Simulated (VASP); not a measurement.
A run of VASP 6.6.1:

File INCAR:

```
  PREC = Accurate
  ENCUT = 520
  EDIFF = 1E-7
  ISMEAR = 0
  SIGMA = 0.1
  LREAL = False
  LASPH = True
  NELM = 80
  ALGO = Normal
  ISIF = 2
  LWAVE = False
  LCHARG = True
  GGA = PE
  LELF = True
  LVHAR = True
  NBANDS = 28
```

Contents of KPOINTS:

```
regular mesh
0
Gamma
  4 4 4
```

The input POSCAR:

```
LiCaO
1.0
    4.4807721192      0.0000000000      0.0000000000
    0.0000000000      4.4807721192      0.0000000000
    0.0000000000      0.0000000000      7.3880040385
Li Ca O
2 2 2
Direct
    0.5000000000      0.5000000000      0.5000000000
    0.0000000000      0.0000000000      0.5000000000
    0.0000000000      0.0000000000      0.0000000000
    0.5000000000      0.5000000000      0.0000000000
    0.5000000000      0.0000000000      0.9418961481
    0.0000000000      0.5000000000      0.0581038519
```

Potentials or basis: VASP PAW PBE potentials, release 64 (Li_sv, Ca_sv, O).

Command:

```console
$ cat potpaw_PBE.64/Li_sv/POTCAR potpaw_PBE.64/Ca_sv/POTCAR potpaw_PBE.64/O/POTCAR > POTCAR
$ mpirun -np 1 vasp_std > vasp.out
```

Hardware: 1 thread of Oxide Virtual Turin-like Processor, with other jobs on the host.

Problem. How long does it take, and how much memory?

Solution. It took 120 s on 1 thread of Oxide Virtual Turin-like Processor, on a shared host, peak memory 0.25 GiB. Counts: scf iterations 17, k points 18.
